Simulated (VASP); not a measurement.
A run of VASP 6.6.1 is set up as follows.

Contents of INCAR:

```
ALGO = Normal ; EDIFF = 1E-8
ENCUT = 600 ; GGA = PS
IBRION = 6 ; ISIF = 3
ISMEAR = 0 ; LASPH = T
LCHARG = F ; LREAL = F
LWAVE = F ; NBANDS = 15
NELM = 100 ; NFREE = 2
NSW = 1 ; POTIM = 0.015
PREC = Accurate ; SIGMA = 0.01
```

KPOINTS

```
k-points
0
Gamma
  6 6 6
```

POSCAR

```
KCl
1.0
    3.7354000000      0.0000000000      0.0000000000
    0.0000000000      3.7354000000      0.0000000000
    0.0000000000      0.0000000000      3.7354000000
K Cl
1 1
Direct
    0.0000000000      0.0000000000      0.0000000000
    0.5000000000      0.5000000000      0.5000000000
```

Potentials or basis: VASP PAW PBE potentials, release 64 (K_sv, Cl).

Run with:

```console
$ cat potpaw_PBE.64/K_sv/POTCAR potpaw_PBE.64/Cl/POTCAR > POTCAR
$ mpirun -np 1 vasp_std > vasp.out
```

(1) Predict the elastic constants C11, C12, C44.

(2) Estimate the Voigt bulk modulus.

(3) Predict the highest phonon frequency at Γ, LO-TO splitting left out.

Answers

(1) 53, 7, 8 GPa.

(2) 23 GPa.

(3) 116 cm⁻¹.

Caveat: the PAW data sets were made with another functional, which shifts forces and pressure a little.
